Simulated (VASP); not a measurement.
Input of a VASP 6.6.1 run:

Contents of INCAR:

```
SYSTEM = HC6
PREC     = Accurate       ! precision mode
ENCUT    = 520            ! plane-wave cutoff, eV
EDIFF    = 1E-6           ! SCF threshold, eV
ISMEAR   = 0              ! smearing method
SIGMA    = 0.1            ! smearing width, eV
LREAL    = .FALSE.        ! projectors in reciprocal space
LASPH    = .TRUE.         ! aspherical terms in the spheres
NELM     = 60             ! most SCF steps
ALGO     = Normal         ! electronic algorithm
ISIF     = 2              ! what is computed and relaxed
LWAVE    = .FALSE.        ! write WAVECAR
LCHARG   = .FALSE.        ! write CHGCAR
LDIPOL   = .TRUE.       
IDIPOL   = 3            
DIPOL    = 0.5 0.5 0.299
GGA      = CA             ! functional
NBANDS   = 38             ! bands
```

KPOINTS

```
regular mesh
0
G
  6 3 1
  0 0 0
```

Contents of POSCAR:

```
HC6
1.0
    4.8895256614      0.0000000000      0.0000000000
   -1.2223814153      8.7849592876      0.0000000000
    0.0000000000      0.0000000000     22.7474729025
C H
12 2
Direct
    0.0193612757      0.0774451030      0.1758437088
    0.5193612758      0.0774451030      0.1758437088
    0.2742015947      0.0968063788      0.2059542860
    0.7742015947      0.0968063788      0.2059542860
    0.2838822326      0.1355289303      0.2661754406
    0.7838822326      0.1355289303      0.2661754406
    0.0386279421      0.1545151615      0.2955067254
    0.5386279421      0.1545151615      0.2955067254
    0.0488684834      0.1954807970      0.3583587359
    0.5488684834      0.1954807970      0.3583587359
    0.3031723044      0.2126952264      0.3845470194
    0.8031723044      0.2126952264      0.3845470194
    0.0488684834      0.0694885815      0.4043294366
    0.0488684834      0.3214730126      0.4043294366
```

Potentials or basis: VASP PAW LDA potentials, release 64 (C, H).

The run is started by

```console
$ cat potpaw_LDA.64/C/POTCAR potpaw_LDA.64/H/POTCAR > POTCAR
$ mpirun -np 1 vasp_std > vasp.out
```

Q: Predict the largest force.

A: 6.041 eV/Å.

Forces in eV/Å, atoms in the order of the input:
```
C    0.101  0.543  2.146
C   -0.049  0.550  2.048
C   -0.014 -0.846 -3.571
C   -0.039 -1.054 -3.789
C   -0.063  0.291  1.322
C    0.119  0.426  1.399
C    0.023 -0.024 -0.431
C   -0.061  0.023  0.462
C   -0.015 -3.278 -5.074
C    0.303 -0.313 -1.311
C   -0.254 -0.316  2.835
C    0.815  2.773  2.456
H    1.356  1.920 -0.096
H   -2.223 -0.695  1.602
```
